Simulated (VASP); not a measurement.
Set up this calculation in VASP 6.6.1, as the native input.

- Task: single point
- Functional: r2SCAN
- Potentials or basis: VASP PAW PBE potentials, release 64 (Sn_d, Se)
- Cutoff: 520 eV
- k mesh: 2 × 6 × 6
- Occupations: gaussian, width 0.01 eV
- Spin: no spin polarisation
- Dipole correction: no
- Further INCAR settings: ALGO = Normal; EDIFF = 1e-06; NBANDS = 50

Crystal: SnSe.

```
CELL_PARAMETERS angstrom
11.62187 0.00000 0.00000
0.00000 4.08818 0.00000
0.00000 0.00000 4.74941
ATOMIC_POSITIONS crystal
Sn 0.61929 0.75000 0.37328
Sn 0.88071 0.25000 0.87328
Sn 0.38071 0.25000 0.62672
Sn 0.11929 0.75000 0.12672
Se 0.14787 0.25000 0.51082
Se 0.64787 0.25000 0.98918
Se 0.35213 0.75000 0.01082
Se 0.85213 0.75000 0.48918
```

This cell differs from its parent crystal: epitaxial xy strain -1.0%.

One way to write it, as run:

POSCAR

```
SnSe
1.0
   11.6218653487      0.0000000000      0.0000000000
    0.0000000000      4.0881790884      0.0000000000
    0.0000000000      0.0000000000      4.7494050109
Sn Se
4 4
Direct
    0.6192902571      0.7500000000      0.3732801857
    0.8807097429      0.2500000000      0.8732801857
    0.3807097429      0.2500000000      0.6267198143
    0.1192902571      0.7500000000      0.1267198143
    0.1478683915      0.2500000000      0.5108248340
    0.6478683915      0.2500000000      0.9891751660
    0.3521316085      0.7500000000      0.0108248340
    0.8521316085      0.7500000000      0.4891751660
```

INCAR.step1

```
PREC = Accurate
ENCUT = 520
ISMEAR = 0
SIGMA = 0.01
LREAL = False
LASPH = True
NELM = 60
NBANDS = 50
GGA = PE
ALGO = Normal
EDIFF = 1E-4
LWAVE = True
LCHARG = False
```

INCAR.step2

```
PREC = Accurate
ENCUT = 520
EDIFF = 1E-6
ISMEAR = 0
SIGMA = 0.01
LREAL = False
LASPH = True
NELM = 60
ALGO = Normal
ISIF = 2
LWAVE = False
LCHARG = True
METAGGA = R2SCAN
LMIXTAU = True
LELF = True
LVHAR = True
NBANDS = 50
ISTART = 1
```

KPOINTS

```
regular mesh
0
Gamma
  2 6 6
```

Potentials or basis: VASP PAW PBE potentials, release 64 (Sn_d, Se).

Launch:

```sh
$ cat potpaw_PBE.64/Sn_d/POTCAR potpaw_PBE.64/Se/POTCAR > POTCAR
$ cp INCAR.step1 INCAR
$ mpirun -np 1 vasp_std > vasp.out
$ cp INCAR.step2 INCAR
$ mpirun -np 1 vasp_std > vasp.out
```

Results of the run:

| Item | Value |
| --- | --- |
| Pressure | 0.3 GPa |
| Largest force | 0.017 eV/Å |
| Band gap on the k mesh | 0.98 eV, indirect (least direct gap 1.38 eV) |

Caveat: the cell differs from its parent crystal (epitaxial xy strain -1.0%); the PAW data sets were made with another functional, which shifts forces and pressure a little; spin-orbit coupling is left out, which moves the levels of the heavy elements.

Run time: 9.3 min on 1 thread of Intel(R) Xeon(R) 6975P-C (Granite Rapids) (shared host), peak memory 0.5 GiB.
